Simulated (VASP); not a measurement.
# Pt (Fm-3m) in VASP: electric field gradients with LDA

Aim: the electric field gradients of Pt with LDA.

All numbers are computed with VASP 6.6.1; they aren't measurements. Logs are shortened: lines on timing, memory, paths and dates and some standing lists are left out, and cuts for length are marked.

### 1 The cell of the first run

The structure is cubic, space group Fm-3m (No. 225). The conventional cell has a = 3.916 Å, b = 3.916 Å, c = 3.916 Å, α = 90.00°, β = 90.00°, γ = 90.00°. Pt (site symmetry m-3m) has 12 Pt at 2.77 Å within 3.6 Å.

### 2 Electric field gradients, LDA

Input file INCAR:

```
SYSTEM = Pt
PREC = Accurate ; ENCUT = 520
EDIFF = 1E-8 ; ISMEAR = -1
SIGMA = 0.03 ; LREAL = .False.
LASPH = .True. ; NELM = 100
ALGO = Normal ; ISIF = 2
LWAVE = .False. ; LCHARG = .False.
LEFG = .True. ; NBANDS = 11
```

Input file KPOINTS:

```
regular mesh
0
Gamma
  18 18 18
  0 0 0
```

Input file POSCAR:

```
Pt
1.0
    0.0000000000      1.9579000000      1.9579000000
    1.9579000000      0.0000000000      1.9579000000
    1.9579000000      1.9579000000      0.0000000000
Pt
1
Direct
    0.0000000000      0.0000000000      0.0000000000
```

Potentials or basis: VASP PAW LDA potentials, release 64 (Pt).

The run is started by

```sh
> cat potpaw_LDA.64/Pt/POTCAR > POTCAR
> mpirun -np 1 vasp_std > vasp.out
```

OUTCAR:

```text
SYSTEM = Pt
   PREC = Accurate
   ENCUT = 520
   EDIFF = 1E-8
   ISMEAR = -1
   LREAL = .False.
   LASPH = .True.
   NELM = 100
   ISIF = 2

 ion  position               nearest neighbor table
   1  0.000  0.000  0.000-

  LATTYP: Found a face centered cubic cell.
 ALAT       =     3.9158000000

  Lattice vectors:

 A1 = (   0.0000000000,   1.9579000000,   1.9579000000)
 A2 = (   1.9579000000,   0.0000000000,   1.9579000000)
 A3 = (   1.9579000000,   1.9579000000,   0.0000000000)

Analysis of symmetry for initial positions (statically):
=====================================================================
 Subroutine PRICEL returns:
 Original cell was already a primitive cell.

 Routine SETGRP: Setting up the symmetry group for a
 face centered cubic supercell.

 Subroutine GETGRP returns: Found 48 space group operations
 (whereof 48 operations were pure point group operations)
 out of a pool of 48 trial point group operations.

The static configuration has the point symmetry O_h .

Analysis of symmetry for dynamics (positions and initial velocities):
=====================================================================
 Subroutine PRICEL returns:
 Original cell was already a primitive cell.

 Routine SETGRP: Setting up the symmetry group for a
 face centered cubic supercell.

 Subroutine GETGRP returns: Found 48 space group operations
 (whereof 48 operations were pure point group operations)
 out of a pool of 48 trial point group operations.

The dynamic configuration has the point symmetry O_h .

 Subroutine INISYM returns: Found 48 space group operations
 (whereof 48 operations are pure point group operations),
 and found     1 'primitive' translations

----------------------------------------------------------------------------------------

                                     Primitive cell

  volume of cell :      15.0107

  direct lattice vectors                    reciprocal lattice vectors
     0.000000000  1.957900000  1.957900000    -0.255375658  0.255375658  0.255375658
     1.957900000  0.000000000  1.957900000     0.255375658 -0.255375658  0.255375658
     1.957900000  1.957900000  0.000000000     0.255375658  0.255375658 -0.255375658

  length of vectors
     2.768888734  2.768888734  2.768888734     0.442323614  0.442323614  0.442323614

[... 118 lines left out ...]
 number of electron       9.9999999 magnetization

 Free energy of the ion-electron system (eV)
  ---------------------------------------------------
  ext. energy  EPLUGINS =         0.00000000
  ---------------------------------------------------
  free energy    TOTEN  =        -7.50218863 eV

  energy without entropy =       -7.49580458  energy(sigma->0) =       -7.49899660

 E-fermi :  11.2322     XC(G=0): -13.7149

 val. band max:       11.2263736824   @ k =  -0.3333   0.3889   0.1111
 cond. band min:      11.2509795114   @ k =  -0.4444   0.2778   0.0556
 fundamental gap:      0.0246058290
 Fermi energy:        11.2321614880

 k-point     1 :       0.0000    0.0000    0.0000
  band No.  band energies     occupation
      1       0.9319      2.00000
      2       7.3807      2.00000
      3       7.3807      2.00000
      4       7.3807      2.00000
      5       9.5898      2.00000
      6       9.5898      2.00000
      7      25.8399      0.00000
      8      30.7870      0.00000
      9      30.7870      0.00000
     10      30.7870      0.00000
     11      36.2574      0.00000
[... 309 lines left out ...]
 k-point    24 :      -0.2222    0.0556    0.0000
  band No.  band energies     occupation
      1       2.9848      2.00000
      2       6.8887      2.00000
      3       7.7840      2.00000
      4       7.8512      2.00000
      5       9.3845      2.00000
      6      10.0755      2.00000
      7      24.9313      0.00000
      8      27.7859      0.00000
      9      32.2997      0.00000
     10      33.7021      0.00000
     11      34.9557      0.00000

 [... further k-points ...]
[... 5 lines left out ...]
  --------------------------------------------------------------------------------------
  -------------------------------------------------------------------------------------
  Total       -0.4041848     -0.4041848     -0.4041848     -0.0000000     -0.0000000      0.0000000
  in kB      -43.1408815    -43.1408815    -43.1408815     -0.0000000     -0.0000000      0.0000000
  external PRESSURE =     -43.1408815 kB  Pullay stress =       0.0000000 kB

 VOLUME and BASIS-vectors are now :
 -----------------------------------------------------------------------------
  energy-cutoff  :      520.00
  volume of cell :       15.01
      direct lattice vectors                 reciprocal lattice vectors
     0.000000000  1.957900000  1.957900000    -0.255375658  0.255375658  0.255375658
     1.957900000  0.000000000  1.957900000     0.255375658 -0.255375658  0.255375658
     1.957900000  1.957900000  0.000000000     0.255375658  0.255375658 -0.255375658

 POSITION                                       TOTAL-FORCE (eV/Angst)
 -----------------------------------------------------------------------------------
      0.00000      0.00000      0.00000         0.000000      0.000000      0.000000
 -----------------------------------------------------------------------------------
    total drift:                               -0.000000      0.000000     -0.000000

  FREE ENERGIE OF THE ION-ELECTRON SYSTEM (eV)
  ---------------------------------------------------
  free  energy   TOTEN  =        -7.5021886323 eV

  energy  without entropy=       -7.4958045761  energy(sigma->0) =       -7.49899660

 Electric field gradients (V/A^2)
---------------------------------------------------------------------
 ion       V_xx      V_yy      V_zz      V_xy      V_xz      V_yz
---------------------------------------------------------------------
   1      -0.000    -0.000    -0.000     0.000     0.000     0.000
---------------------------------------------------------------------

 Electric field gradients after diagonalization (V/A^2)
 (convention: |V_zz| > |V_xx| > |V_yy|)
----------------------------------------------------------------------
 ion       V_xx      V_yy      V_zz     asymmetry (V_yy - V_xx)/ V_zz
----------------------------------------------------------------------
   1      -0.000    -0.000     0.000       0.000
----------------------------------------------------------------------

           NMR quadrupolar parameters

 Cq : quadrupolar parameter    Cq=e*Q*V_zz/h
 eta: asymmetry parameters     (V_yy - V_xx)/ V_zz
 Q  : nuclear electric quadrupole moment in mb (millibarn)
----------------------------------------------------------------------
 ion       Cq(MHz)       eta       Q (mb)
----------------------------------------------------------------------
   1       0.000       0.000       1.000
----------------------------------------------------------------------
```

OSZICAR:

```text
N       E                     dE             d eps       ncg     rms          rms(c)
DAV:   1     0.388043229331E+02    0.38804E+02   -0.53022E+03  4394   0.841E+02
DAV:   2    -0.736237757435E+01   -0.46167E+02   -0.44251E+02  4927   0.178E+02
DAV:   3    -0.794004423419E+01   -0.57767E+00   -0.57358E+00  5002   0.191E+01
DAV:   4    -0.794217711968E+01   -0.21329E-02   -0.21327E-02  4946   0.135E+00
DAV:   5    -0.794219356631E+01   -0.16447E-04   -0.16446E-04  5054   0.111E-01    0.134E+01
DAV:   6    -0.754978838552E+01    0.39241E+00   -0.92320E-01  4641   0.752E+00    0.687E+00
DAV:   7    -0.750685919557E+01    0.42929E-01   -0.14127E-01  4971   0.283E+00    0.261E+00
DAV:   8    -0.750241075924E+01    0.44484E-02   -0.63781E-03  4680   0.755E-01    0.598E-01
DAV:   9    -0.750218505644E+01    0.22570E-03   -0.21867E-04  4773   0.137E-01    0.118E-02
DAV:  10    -0.750218854015E+01   -0.34837E-05   -0.32571E-06  5232   0.126E-02    0.251E-03
DAV:  11    -0.750218862863E+01   -0.88477E-07   -0.63360E-08  5092   0.227E-03    0.143E-03
DAV:  12    -0.750218863234E+01   -0.37085E-08   -0.23092E-09  2978   0.286E-04
   1 F= -.75021886E+01 E0= -.74989966E+01  d E =-.638406E-02
```

stdout:

```text
POSCAR found type information on POSCAR Pt
 POSCAR found :  1 types and       1 ions
 scaLAPACK will be used
 LDA part: xc-table for (Slater(with rela. corr.)+CA(PZ))
 , standard interpolation
 POSCAR, INCAR and KPOINTS ok, starting setup
 FFT: planning ... GRIDC
 FFT: planning ... GRID_SOFT
 FFT: planning ... GRID
 WAVECAR not read
 entering main loop
ion   1
```

Wall time 29 s (1 thread of AMD EPYC 7R13 (Zen 3), shared host); peak memory 0.12 GiB.

What came out:

| Item | Value |
| --- | --- |
| Free energy | -7.5022 eV |
| Pressure | -4.3 GPa |
| Band gap on the k mesh | zero (band 5 reaches 11.73 eV, above the bottom of band 6 at 9.48 eV) |

Levels at points of the mesh, in eV from the Fermi level:
```tsv
k point	band 3	band 4	band 5	band 6	band 7	band 8
(0.00, 0.00, 0.00)	-3.85	-3.85	-1.64	-1.64	14.61	19.55
(0.50, 0.00, 0.00)	-3.90	-0.50	0.04	0.04	5.86	14.18
(0.50, 0.50, 0.00)	0.02	0.49	0.49	1.75	8.91	11.35
```

Caveat: without QUAD_EFG the Cq values of the log hold for a quadrupole moment of 1 mb, not for the nuclei; spin-orbit coupling is left out, which moves the levels of the heavy elements.
